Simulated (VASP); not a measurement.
Input of a VASP 6.6.1 run:

POSCAR

```
NbB2
1.0
    3.0751098792      0.0000000000      0.0000000000
   -1.5375549396      2.6631232748      0.0000000000
    0.0000000000      0.0000000000      3.2804668087
Nb B
1 2
Direct
    0.0000000000      0.0000000000      0.0000000000
    0.3333333333      0.6666666667      0.5000000000
    0.6666666667      0.3333333333      0.5000000000
```

File INCAR.step1:

```
  ALGO = Normal
  EDIFF = 1E-4
  ENCUT = 520
  GGA = PE
  ISMEAR = 0
  LASPH = T
  LCHARG = F
  LREAL = F
  LWAVE = T
  NBANDS = 16
  NELM = 60
  PREC = Accurate
  SIGMA = 0.1
```

The input INCAR.step2:

```
  ALGO = Normal
  EDIFF = 1E-6
  ENCUT = 520
  ISIF = 2
  ISMEAR = 0
  ISTART = 1
  LASPH = T
  LCHARG = F
  LMIXTAU = T
  LREAL = F
  LWAVE = F
  METAGGA = R2SCAN
  NBANDS = 16
  NELM = 60
  PREC = Accurate
  SIGMA = 0.1
```

KPOINTS

```
k-points
0
Gamma
  18 18 12
```

Potentials or basis: VASP PAW PBE potentials, release 64 (Nb_sv, B).

Command:

```bash
$ cat potpaw_PBE.64/Nb_sv/POTCAR potpaw_PBE.64/B/POTCAR > POTCAR
$ cp INCAR.step1 INCAR
$ mpirun -np 1 vasp_std > vasp.out
$ cp INCAR.step2 INCAR
$ mpirun -np 1 vasp_std > vasp.out
```

Problem. Estimate the pressure.

Solution. 9.4 GPa.

Stress tensor (GPa, compression positive):
```
9.47 0.00 0.00
0.00 9.47 0.00
0.00 0.00 9.16
```

Caveat: the PAW data sets were made with another functional, which shifts forces and pressure a little.
